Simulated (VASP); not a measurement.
# Sr8Ti8O23 (a cell with a defect) in VASP: single point with PBEsol

Aim: the single point of Sr8Ti8O23 (a cell with a defect) with PBEsol.

Everything below comes from runs of VASP 6.6.1. Logs are shortened: lines on timing, memory, paths and dates and some standing lists are left out, and cuts for length are marked.

## Step 1: The cell of the first run

The cell holds a defect, 39 atoms: a = 7.783 Å, b = 7.783 Å, c = 7.783 Å, α = 90.00°, β = 90.00°, γ = 90.00°.

## Step 2: Single point, PBEsol

INCAR reads:

```
SYSTEM = Sr8Ti8O23
PREC = Accurate
ENCUT = 520
EDIFF = 1E-6
ISMEAR = -1
SIGMA = 0.05
LREAL = Auto
LASPH = .TRUE.
NELM = 80
ALGO = Normal
ISIF = 2
LWAVE = .FALSE.
LCHARG = .FALSE.
GGA = PS
NELECT = 312.0
ISYM = 0
NBANDS = 182
```

KPOINTS reads:

```
Automatic mesh
0
Gamma
  1 1 1
  0.25 0.25 0.25
```

POSCAR reads:

```
Sr8Ti8O23
1.0
    7.7828210000      0.0000000000      0.0000000000
    0.0000000000      7.7828210000      0.0000000000
    0.0000000000      0.0000000000      7.7828210000
Sr Ti O
8 8 23
Direct
    0.9902740000      0.9897350000      0.9977830000
    0.9915720000      0.9908610000      0.4966710000
    0.9903620000      0.5070380000      0.9985210000
    0.9908550000      0.5077930000      0.4991690000
    0.5076740000      0.9899100000      0.9982930000
    0.5083680000      0.9903320000      0.4990380000
    0.5086510000      0.5077820000      0.9990410000
    0.5088590000      0.5081510000      0.5012610000
    0.2477440000      0.2472220000      0.2344370000
    0.2504130000      0.2501220000      0.7671060000
    0.2492340000      0.7443320000      0.2503440000
    0.2485500000      0.7512130000      0.7426170000
    0.7454760000      0.2486880000      0.2509960000
    0.7519270000      0.2477560000      0.7432750000
    0.7487590000      0.7483160000      0.2485510000
    0.7489440000      0.7481390000      0.7494990000
    0.2488160000      0.2502470000      0.0009240000
    0.2522760000      0.7497550000      0.0023820000
    0.2511050000      0.7507520000      0.5015810000
    0.7514130000      0.2511210000      0.0016420000
    0.7500230000      0.2509860000      0.5010980000
    0.7508460000      0.7507670000      0.0008990000
    0.7516560000      0.7506940000      0.5011760000
    0.0095720000      0.2534800000      0.2724700000
    0.0061760000      0.2486570000      0.7323460000
    0.0024180000      0.7515770000      0.2492660000
    0.0012800000      0.7500660000      0.7542520000
    0.4960700000      0.2529770000      0.2682270000
    0.4924890000      0.2491480000      0.7322670000
    0.5015630000      0.7518650000      0.2498450000
    0.5002950000      0.7492990000      0.7528270000
    0.2534960000      0.0094130000      0.2722300000
    0.2497860000      0.0056920000      0.7341060000
    0.2535880000      0.4957110000      0.2702510000
    0.2489500000      0.4919940000      0.7314920000
    0.7522900000      0.0019040000      0.2493520000
    0.7498940000      0.0007320000      0.7533880000
    0.7519160000      0.5010470000      0.2489030000
    0.7505430000      0.4997340000      0.7529050000
```

Potentials or basis: VASP PAW PBE potentials, release 64 (Sr_sv, Ti_sv, O).

On the command line:

```
$ cat potpaw_PBE.64/Sr_sv/POTCAR potpaw_PBE.64/Ti_sv/POTCAR potpaw_PBE.64/O/POTCAR > POTCAR
$ mpirun -np 1 vasp_std > vasp.out
```

OUTCAR:

```text
SYSTEM = Sr8Ti8O23
   PREC = Accurate
   ENCUT = 520
   EDIFF = 1E-6
   ISMEAR = -1
   LREAL = Auto
   LASPH = .TRUE.
   NELM = 80
   ISIF = 2
   GGA = PS
   NELECT = 312.0
   ISYM = 0

 ion  position               nearest neighbor table
   1  0.990  0.990  0.998-  22 2.63  27 2.66  37 2.67  36 2.70  26 2.70  20 2.76  18 2.77  17 2.86
                            33 2.88  25 2.89  32 2.96  24 2.97  16 3.29  15 3.30  14 3.38   9 3.38
   2  0.992  0.991  0.497-  23 2.64  36 2.68  26 2.68  32 2.69  24 2.69  25 2.72  33 2.73  37 2.75
                            27 2.75  19 2.75  21 2.76  15 3.30  16 3.32  12 3.34  14 3.34  13 3.37
   3  0.990  0.507  0.999-  22 2.66  39 2.67  27 2.68  38 2.69  20 2.73  26 2.73  18 2.78  17 2.84
                            25 2.89  35 2.90  24 2.91  34 2.95  16 3.29  15 3.29  11 3.36  10 3.37
   4  0.991  0.508  0.499-  23 2.65  24 2.66  38 2.69  35 2.71  34 2.71  25 2.72  26 2.72  39 2.72
                            27 2.74  21 2.74  19 2.77  16 3.29  15 3.30  14 3.34  11 3.34  12 3.35
   5  0.508  0.990  0.998-  22 2.65  31 2.68  37 2.68  30 2.70  18 2.73  36 2.73  20 2.78  17 2.86
                            33 2.88  29 2.89  32 2.91  28 2.93  16 3.29  15 3.29  10 3.37  13 3.37
   6  0.508  0.990  0.499-  23 2.66  32 2.66  30 2.68  29 2.71  36 2.72  33 2.72  28 2.72  31 2.72
                            37 2.73  19 2.74  21 2.77  15 3.29  16 3.30  12 3.34  13 3.34  14 3.35
   7  0.509  0.508  0.999-  22 2.67  31 2.69  39 2.69  38 2.71  30 2.72  18 2.74  20 2.75  17 2.85
                            28 2.89  29 2.89  34 2.90  35 2.90  15 3.28  16 3.28  11 3.36  13 3.36
   8  0.509  0.508  0.501-  23 2.67  34 2.68  28 2.69  29 2.70  35 2.71  31 2.71  39 2.72  30 2.73
                            38 2.73  21 2.74  19 2.75  16 3.27  15 3.29  12 3.35  14 3.35  13 3.36
   9  0.248  0.247  0.234-  17 1.82  32 1.87  24 1.88  28 1.95  34 1.95   1 3.38   3 3.39   5 3.39
                             7 3.40   2 3.48   6 3.51   4 3.51   8 3.54
  10  0.250  0.250  0.767-  17 1.82  35 1.90  29 1.90  33 1.92  25 1.92   7 3.36   3 3.37   5 3.37
                             1 3.38   8 3.52   4 3.53   6 3.53   2 3.54
  11  0.249  0.744  0.250-  26 1.92  18 1.93  34 1.94  19 1.96  30 1.96  32 2.07   4 3.34   8 3.36
                             7 3.36   3 3.36   2 3.37   6 3.39   5 3.40   1 3.40
  12  0.249  0.751  0.743-  19 1.88  27 1.93  31 1.96  33 1.98  35 2.02  18 2.02   2 3.34   6 3.34
                             4 3.35   8 3.35   1 3.38   5 3.39   3 3.41   7 3.42
  13  0.745  0.249  0.251-  36 1.92  20 1.94  28 1.95  21 1.95  38 1.96  24 2.06   6 3.34   8 3.36
                             7 3.36   5 3.37   2 3.37   4 3.38   3 3.40   1 3.40
  14  0.752  0.248  0.743-  21 1.89  37 1.92  39 1.96  25 1.98  20 2.01  29 2.02   2 3.34   4 3.34
                             6 3.35   8 3.35   1 3.38   3 3.39   5 3.40   7 3.41
  15  0.749  0.748  0.249-  30 1.92  38 1.92  22 1.93  23 1.97  36 1.97  26 1.97   7 3.28   8 3.29
                             3 3.29   6 3.29   5 3.29   4 3.30   2 3.30   1 3.30
  16  0.749  0.748  0.749-  23 1.93  39 1.93  31 1.94  22 1.96  27 1.96  37 1.97   8 3.27   7 3.28
                             1 3.29   3 3.29   5 3.29   4 3.29   6 3.30   2 3.32
  17  0.249  0.250  0.001-   9 1.82  10 1.82   3 2.84   7 2.85   1 2.86   5 2.86
  18  0.252  0.750  0.002-  11 1.93  12 2.02   5 2.73   7 2.74   1 2.77   3 2.78
  19  0.251  0.751  0.502-  12 1.88  11 1.96   6 2.74   2 2.75   8 2.75   4 2.77
  20  0.751  0.251  0.002-  13 1.94  14 2.01   3 2.73   7 2.75   1 2.76   5 2.78
  21  0.750  0.251  0.501-  14 1.89  13 1.95   4 2.74   8 2.74   2 2.76   6 2.77
  22  0.751  0.751  0.001-  15 1.93  16 1.96   1 2.63   5 2.65   3 2.66   7 2.67
[... 15 lines left out ...]
  38  0.752  0.501  0.249-  15 1.92  13 1.96   3 2.69   4 2.69   7 2.71   8 2.73
  39  0.751  0.500  0.753-  16 1.93  14 1.96   3 2.67   7 2.69   8 2.72   4 2.72

IMPORTANT INFORMATION: All symmetrisations will be switched off!
NOSYMM: (Re-)initialisation of all symmetry stuff for point group C_1.

----------------------------------------------------------------------------------------

                                     Primitive cell

  volume of cell :     471.4234

  direct lattice vectors                    reciprocal lattice vectors
     7.782821000  0.000000000  0.000000000     0.128488115  0.000000000  0.000000000
     0.000000000  7.782821000  0.000000000     0.000000000  0.128488115  0.000000000
     0.000000000  0.000000000  7.782821000     0.000000000  0.000000000  0.128488115

  length of vectors
     7.782821000  7.782821000  7.782821000     0.128488115  0.128488115  0.128488115

  position of ions in fractional coordinates (direct lattice)
     0.990274000  0.989735000  0.997783000
     0.991572000  0.990861000  0.496671000
     0.990362000  0.507038000  0.998521000
     0.990855000  0.507793000  0.499169000
     0.507674000  0.989910000  0.998293000
     0.508368000  0.990332000  0.499038000
[... 31 lines left out ...]
     0.751916000  0.501047000  0.248903000
     0.750543000  0.499734000  0.752905000

  ion indices of the primitive-cell ions
   primitive index   ion index
                 1           1
                 2           2
                 3           3
                 4           4
                 5           5
                 6           6
[... 31 lines left out ...]
                38          38
                39          39

----------------------------------------------------------------------------------------

 KPOINTS: Automatic mesh

Automatic generation of k-mesh.
 Grid dimensions read from file:
 generate k-points for:    1    1    1

 Generating k-lattice:

  Cartesian coordinates                     Fractional coordinates (reciprocal lattice)
     0.128488115  0.000000000  0.000000000     1.000000000  0.000000000  0.000000000
     0.000000000  0.128488115  0.000000000     0.000000000  1.000000000  0.000000000
     0.000000000  0.000000000  0.128488115     0.000000000  0.000000000  1.000000000

  Length of vectors
     0.128488115  0.128488115  0.128488115

  Shift w.r.t. Gamma in fractional coordinates (k-lattice)
     0.250000000  0.250000000  0.250000000

 Subroutine IBZKPT returns following result:
 ===========================================

 Found      4 irreducible k-points:

 Following reciprocal coordinates:
            Coordinates               Weight
  0.250000  0.250000  0.250000      2.000000
 -0.250000  0.250000  0.250000      2.000000
 -0.250000 -0.250000  0.250000      2.000000
  0.250000 -0.250000  0.250000      2.000000
   k-points           NKPTS =      4   k-points in BZ     NKDIM =      4   number of bands    NBANDS=    182
   number of dos      NEDOS =    301   number of ions     NIONS =     39
   total plane-waves  NPLWV = 216000
   dimension x,y,z NGX =    60 NGY =   60 NGZ =   60
   dimension x,y,z NGXF=   120 NGYF=  120 NGZF=  120
   ions per type =               8   8  23
   NGX,Y,Z   is equivalent  to a cutoff of  12.82, 12.82, 12.82 a.u.
   NGXF,Y,Z  is equivalent  to a cutoff of  25.63, 25.63, 25.63 a.u.
 SYSTEM =  Sr8Ti8O23
   PREC   = accura    normal or accurate (medium, high low for compatibility)
   ISTART =      0    job   : 0-new  1-cont  2-samecut
   ICHARG =      2    charge: 1-file 2-atom 10-const
   ISPIN  =      1    spin polarized calculation?
   LNONCOLLINEAR =      F non collinear calculations
   LSORBIT =      F    spin-orbit coupling
   LASPH  =      T    aspherical Exc in radial PAW
   ENCUT  =  520.0 eV  38.22 Ry    6.18 a.u.  14.47 14.47 14.47*2*pi/ulx,y,z
   NELM   =     80;   NELMIN=  2; NELMDL= -5     # of ELM steps
   EDIFF  = 0.1E-05   stopping-criterion for ELM
   LREAL  =      T    real-space projection
   EDIFFG = 0.1E-04   stopping-criterion for IOM
   NSW    =      0    number of steps for IOM
   IBRION =     -1    ionic relax: 0-MD 1-quasi-New 2-CG
   NFREE  =      0    steps in history (QN), initial steepest desc. (CG)
   ISIF   =      2    stress and relaxation
   ISYM   =      0    0-nonsym 1-usesym 2-fastsym
   POTIM  = 0.5000    time-step for ionic-motion
   TEBEG  =    0.0;   TEEND  =   0.0 temperature during run
   PSTRESS=    0.0 pullay stress
   NELECT =     312.0000    total number of electrons
   NUPDOWN=      -1.0000    fix difference up-down
   EMIN   =  10.00;   EMAX   =-10.00  energy-range for DOS
   EFERMI =   0.00;   METHOD = LEGACY
   ISMEAR =    -1;   SIGMA  =   0.05  broadening in eV -4-tet -1-fermi 0-gaus
   EFERMI_NEDOS =   21; number of points for ismear=-14 and -15
   IALGO  =     38    algorithm
   IMIX   =      4    mixing-type and parameters
     AMIX     =   0.40;   BMIX     =  1.00
     AMIX_MAG =   1.60;   BMIX_MAG =  1.00
  volume/ion in A,a.u.               =      12.09        81.57
  Fermi-wavevector in a.u.,A,eV,Ry     =   1.426667  2.696010 27.693014  2.035379
  Thomas-Fermi vector in A             =   2.546920
   LORBIT       =      0    0 simple, 1 ext, 2 COOP (PROOUT), +10 PAW based schemes
   GGA     = PS    functional components
   LHFCALC =     F    Hartree Fock is set to
   AEXX    =    0.0000 exact exchange contribution
   IVDW    =     0    specifies the selected vdW correction
   LEPSILON=     F    determine dielectric tensor
   LRPA    =     F    only Hartree local field effects (RPA)
 non-spin polarized calculation
  energy-cutoff  :      520.00
  volume of cell :      471.42
 maximum number of plane-waves:     12704
 NGX is ok and might be reduce to    60
   NGX = 29   NGY = 29   NGZ = 29

 number of electron     312.0000044 magnetization

 Free energy of the ion-electron system (eV)
  ---------------------------------------------------
  ext. energy  EPLUGINS =         0.00000000
  ---------------------------------------------------
  free energy    TOTEN  =      -338.01965979 eV

  energy without entropy =     -338.01965979  energy(sigma->0) =     -338.01965979

 E-fermi :   5.0873     XC(G=0): -11.4138

 val. band max:        3.7758500642   @ k =   0.2500   0.2500   0.2500
 cond. band min:       6.3303199444   @ k =  -0.2500  -0.2500   0.2500
 fundamental gap:      2.5544698802
 Fermi energy:         5.0872727573

 k-point     1 :       0.2500    0.2500    0.2500
  band No.  band energies     occupation
      1     -52.2983      2.00000
      2     -52.2942      2.00000
      3     -52.2078      2.00000
      4     -52.2060      2.00000
      5     -52.2032      2.00000
      6     -52.1993      2.00000
[... 160 lines left out ...]
    167       7.5684      0.00000
    168       7.5939      0.00000
[... 511 lines left out ...]
    167       7.5720      0.00000
    168       7.5875      0.00000
 [bands above 168 left out]

------------------------ aborting loop because EDIFF is reached ----------------------------------------

  FORCE on cell =-STRESS in cart. coord.  units (eV):
  Direction    XX          YY          ZZ          XY          YZ          ZX
  --------------------------------------------------------------------------------------
  -------------------------------------------------------------------------------------
  Total      -15.8389105    -15.8266853    -14.5019803      0.0451829      0.2448394      0.2233718
  in kB      -53.8300472    -53.7884987    -49.2863624      0.1535584      0.8321101      0.7591503
  external PRESSURE =     -52.3016361 kB  Pullay stress =       0.0000000 kB

 VOLUME and BASIS-vectors are now :
 -----------------------------------------------------------------------------
  energy-cutoff  :      520.00
  volume of cell :      471.42
      direct lattice vectors                 reciprocal lattice vectors
     7.782821000  0.000000000  0.000000000     0.128488115  0.000000000  0.000000000
     0.000000000  7.782821000  0.000000000     0.000000000  0.128488115  0.000000000
     0.000000000  0.000000000  7.782821000     0.000000000  0.000000000  0.128488115

 POSITION                                       TOTAL-FORCE (eV/Angst)
 -----------------------------------------------------------------------------------
      7.70713      7.70293      7.76557         0.034169      0.027740      0.016474
      7.71723      7.71169      3.86550         0.016112      0.014636      0.037973
      7.70781      3.94619      7.77131         0.015081     -0.009110      0.005911
      7.71165      3.95206      3.88494         0.013866     -0.015737      0.002791
      3.95114      7.70429      7.76954        -0.014131      0.014559      0.011419
      3.95654      7.70758      3.88392        -0.012606      0.011220      0.006278
[... 31 lines left out ...]
      5.85203      3.89956      1.93717         0.001000     -0.007681      0.003100
      5.84134      3.88934      5.85972        -0.006759     -0.019575      0.004915
 -----------------------------------------------------------------------------------
    total drift:                                0.019749      0.049055      0.017564

  FREE ENERGIE OF THE ION-ELECTRON SYSTEM (eV)
  ---------------------------------------------------
  free  energy   TOTEN  =      -338.0196597876 eV

  energy  without entropy=     -338.0196597876  energy(sigma->0) =     -338.01965979
```

Run time: 27 min. Hardware: 1 thread of Intel Xeon 8259CL, shared host; peak memory 0.62 GiB.

What came out:

- Free energy: -338.0197 eV
- Largest force: 0.121 eV/Å

Forces on the atoms (eV/Å):
```
Sr   0.034  0.028  0.016
Sr   0.016  0.015  0.038
Sr   0.015 -0.009  0.006
Sr   0.014 -0.016  0.003
Sr  -0.014  0.015  0.011
Sr  -0.013  0.011  0.006
Sr  -0.027 -0.029 -0.001
Sr  -0.013 -0.015 -0.029
Ti   0.059  0.067  0.058
Ti  -0.009 -0.014 -0.067
Ti   0.040  0.110  0.032
Ti   0.027 -0.044  0.047
Ti   0.090  0.045  0.011
Ti  -0.059  0.034  0.032
Ti   0.043  0.036  0.040
Ti   0.040  0.054  0.028
O   -0.004 -0.008  0.022
O   -0.015  0.000 -0.029
O   -0.012 -0.006 -0.028
O    0.003 -0.014 -0.016
O   -0.001 -0.012 -0.021
O   -0.013 -0.012 -0.019
O   -0.009 -0.009 -0.018
O   -0.081 -0.029 -0.027
O    0.017  0.004 -0.007
O   -0.024 -0.011 -0.016
O   -0.032 -0.013 -0.022
O   -0.061 -0.017  0.001
O    0.053  0.014  0.011
O   -0.007 -0.005 -0.004
O   -0.018 -0.006 -0.001
O   -0.029 -0.088 -0.032
O    0.007  0.020 -0.009
O   -0.015 -0.070 -0.007
O    0.016  0.057  0.009
O   -0.006 -0.022 -0.010
O   -0.006 -0.034 -0.014
O    0.001 -0.008  0.003
O   -0.007 -0.020  0.005
```

Caveat: the cell carries a net charge on a neutralising background, which shifts energy and pressure; the cell is charged against a uniform background, so pressure and absolute levels hang on convention; the PAW data sets were made with another functional, which shifts forces and pressure a little.
